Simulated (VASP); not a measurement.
Runs of VASP 6.6.1 on Zr. The structure is that of space group Pm-3m (No. 221), or close to it. The cells are those of the table. 

| cell | k mesh | cutoff (eV) | gap on the mesh (eV) | pressure (GPa) |
| --- | --- | --- | --- | --- |
| a = 2.834 Å, 1 atom | 18 × 18 × 18 | 520 | none | (a) |
| a = 2.952 Å, 1 atom | 18 × 18 × 18 | 520 | none | -2.3 |
| a = 2.989 Å, 1 atom | 18 × 18 × 18 | 520 | none | -4.4 |
| a = 2.913 Å, 1 atom | 6 × 6 × 6 | 500 | none | 0.0 |
| a = 2.792 Å, 1 atom | 18 × 18 × 18 | 520 | none | (b) |

Alike in all rows: task single point; level PBE; potentials or basis VASP PAW PBE potentials, release 64 (Zr_sv); no spin polarisation; smearing fermi-dirac 0.1 eV.

Q: Fill in the values left out.

A: (a) 6.9; (b) 11.3.

A k mesh can miss the band edges, and the runs leave out spin-orbit coupling on Zr.

A gap of «none» marks levels without a gap at the run's occupations.
